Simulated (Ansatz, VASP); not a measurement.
**Two plane-wave programs on SnS**

```xyz
16
Lattice="3.9529 0.0000 0.0000 0.0000 4.1871 0.0000 0.0000 0.0000 34.3621" Properties=species:S:1:pos:R:3 pbc="T T T"
Sn    2.9647    2.4839    7.5575
Sn    0.9882    0.4226   10.4039
Sn    2.9647    3.7357   12.9961
Sn    0.9882    1.6393   15.8941
Sn    2.9647    2.5479   18.4680
Sn    0.9882    0.4514   21.3661
Sn    2.9647    3.7645   23.9582
Sn    0.9882    1.7033   26.8046
S     0.9882    0.0962    7.8396
S     2.9647    2.1912   10.1117
S     0.9882    1.9912   13.3035
S     2.9647    4.0838   15.5857
S     0.9882    0.1033   18.7764
S     2.9647    2.1959   21.0587
S     0.9882    1.9959   24.2504
S     2.9647    4.0909   26.5225
```

Alike in both runs: functional LDA; k mesh 7 × 7 × 1; occupations gaussian, width 0.05 eV; no spin polarisation.

Ansatz relaxed the structure, and its values are those at the end. VASP's run is a single point on that final structure, the one shown.

|  | VASP | Ansatz |
| --- | --- | --- |
| version | VASP 6.6.1 | Ansatz 0.2.0 |
| potentials or method | VASP PAW LDA potentials, release 64 (Sn_d, S), cutoff 400 eV | scalar-relativistic, plane waves, PAW |
| valence electrons in the cell | 160 | 160 |

|  | VASP | Ansatz | Ansatz less VASP |
| --- | --- | --- | --- |
| gap on the k mesh at the Fermi level (eV) | 0.72 | 0.75 | +0.025 |
| least direct gap on the mesh (eV) | 0.94 | 0.97 | +0.027 |
| rms of the force components (eV/Å) | 0.010 | 0.006 | -0.0047 |

LDA's correlation is that of Perdew and Zunger in VASP and of Perdew and Wang (1992) in Ansatz.
